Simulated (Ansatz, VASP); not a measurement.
One calculation of AlN, two programs

```
Al N
1.0
     3.08877    0.00000    0.00000
    -1.54439    2.67496    0.00000
     0.00000    0.00000    4.94325
Al N
2 2
Cartesian
  0.0000 1.7833 -0.0049
  1.5444 0.8917 2.4667
  0.0000 1.7833 1.8833
  1.5444 0.8917 4.3550
```

Alike in both runs: task single point; functional LDA; k mesh 8 × 8 × 6; no spin polarisation.

|  | VASP | Ansatz |
| --- | --- | --- |
| version | VASP 6.6.1 | Ansatz 0.2.0 |
| potentials or method | VASP PAW LDA potentials, release 64 (Al, N) | PAW with Ansatz's default frozen-core files, scalar-relativistic |
| plane-wave cutoff (eV) | 520 | 420 |
| occupations | gaussian, width 0.01 eV | fixed |
| valence electrons in the cell | 16 | 16 |

|  | VASP | Ansatz | Ansatz less VASP |
| --- | --- | --- | --- |
| gap on the k mesh at the Fermi level (eV) | 4.42 | 4.42 | -0.007 |
| pressure (GPa) | 0.6 | 0.0 | -0.64 |

LDA's correlation is that of Perdew and Zunger in VASP and of Perdew and Wang (1992) in Ansatz.
